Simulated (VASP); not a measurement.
Crystal: CdHg3Se4.

```
Cd Hg Se
1.0
     4.25656    0.00000    0.00000
     0.00000    4.25656    0.00000
     0.00000    0.00000   12.03936
Cd Hg Se
1 3 4
Direct
  0.50000 0.50000 0.50000
  0.00000 0.00000 0.75000
  0.50000 0.50000 0.00000
  0.00000 0.00000 0.25000
  0.50000 0.00000 0.87500
  0.00000 0.50000 0.12500
  0.50000 0.00000 0.37500
  0.00000 0.50000 0.62500
```

```yaml
Program: VASP 6.6.1
Task: relaxation of cell and atoms
Functional: PBE
Potentials_or_basis: VASP PAW PBE potentials, release 64 (Cd, Hg, Se)
Cutoff: 600 eV
k_mesh: 4 × 4 × 2
Occupations: gaussian, width 0.1 eV
Spin: no spin polarisation
```

At the start: pressure 6.7 GPa; volume 27.27 Å³/atom.

Problem. How do energy, volume and symmetry change on relaxing?

Solution. Over 8 steps the energy falls by 64.2 meV/atom and the volume is 30.61 Å³/atom (+12.3 %); space group P-4m2 (No. 115, to 0.1 Å) before and after.

Step by step:
```csv
step,energy change (eV),largest force (eV/Å),pressure (GPa),volume (Å³)
1,0.0000,0.2166,6.74,218.13
2,-0.4493,0.0717,-1.70,256.39
3,-0.5104,0.0977,0.03,245.15
4,-0.5104,0.0961,-0.08,245.71
5,-0.5115,0.0692,-0.07,245.68
6,-0.5132,0.0464,-0.06,245.60
7,-0.5132,0.0496,-0.06,245.59
8,-0.5138,0.0297,0.06,244.91
```

Final structure:
```yaml
crystal:
  lattice:
    - [4.44046, 0.00000, 0.00000]
    - [0.00000, 4.44046, 0.00000]
    - [0.00000, 0.00000, 12.42090]
  atoms:
    - { symbol: Cd, position: [0.50000, 0.50000, 0.50000] }
    - { symbol: Hg, position: [0.00000, 0.00000, 0.74928] }
    - { symbol: Hg, position: [0.50000, 0.50000, 0.00000] }
    - { symbol: Hg, position: [0.00000, 0.00000, 0.25072] }
    - { symbol: Se, position: [0.50000, 0.00000, 0.87482] }
    - { symbol: Se, position: [0.00000, 0.50000, 0.12518] }
    - { symbol: Se, position: [0.50000, 0.00000, 0.37727] }
    - { symbol: Se, position: [0.00000, 0.50000, 0.62273] }
```

Caveat: the k points lie up to 0.35 Å⁻¹ apart in the final cell.
